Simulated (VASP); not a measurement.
Crystal: Se.

```xyz
3
Lattice="4.3552 0.0000 0.0000 -2.1776 3.7717 0.0000 0.0000 0.0000 4.9494" Properties=species:S:1:pos:R:3 pbc="T T T"
Se    0.9451    0.0000    0.8249
Se   -0.4725    0.8185    4.1245
Se    1.7050    2.9532    2.4747
```

* Program: VASP 6.6.1
* Task: relaxation of cell and atoms
* Functional: PBEsol
* Potentials or basis: VASP PAW PBE potentials, release 64 (Se)
* Cutoff: 600 eV
* k mesh: 6 × 6 × 4
* Occupations: gaussian, width 0.1 eV
* Spin: no spin polarisation

At the start: pressure 3.1 GPa; volume 27.10 Å³/atom.

Q: How do energy, volume and symmetry change on relaxing?

A: Over 18 steps the energy falls by 51.1 meV/atom and the volume is 24.20 Å³/atom (-10.7 %); space group P3_221 (No. 154, to 0.05 Å).

Step by step:
```
step  energy change (eV)  largest force (eV/Å)  pressure (GPa)  volume (Å³)
   1              0.0000                1.0691            3.14        81.30
   2              0.0033                0.5308           -4.20        87.70
   3             -0.0699                0.1863           -0.86        84.31
   4             -0.0699                0.2013           -0.79        84.25
   5             -0.0822                0.1846           -0.68        82.99
   6             -0.1111                0.1559           -0.15        79.29
   7             -0.1175                0.1628            2.07        72.22
   8             -0.1247                0.1620            0.91        75.34
   9             -0.1328                0.0475            0.36        75.04
  10             -0.1388                0.1702           -0.75        74.34
  11             -0.1445                0.1502           -0.51        73.34
  12             -0.1486                0.1211           -0.09        71.91
  13             -0.1488                0.1146            0.03        71.54
  14             -0.1506                0.0836            0.07        71.73
  15             -0.1530                0.0003            0.19        72.22
  16             -0.1531                0.0214            0.23        72.34
  17             -0.1530                0.0224           -0.25        72.86
  18             -0.1533                0.0003           -0.02        72.59
```

Final structure:
```
CELL_PARAMETERS angstrom
4.04633 0.00000 0.00000
-2.02317 3.50423 0.00000
0.00000 0.00000 5.11913
ATOMIC_POSITIONS crystal
Se 0.24874 0.00000 0.16667
Se 0.00000 0.24874 0.83333
Se 0.75126 0.75126 0.50000
```

Caveat: the PAW data sets were made with another functional, which shifts forces and pressure a little; the volume moved by -11 % from the deposited cell, more than functionals usually miss.
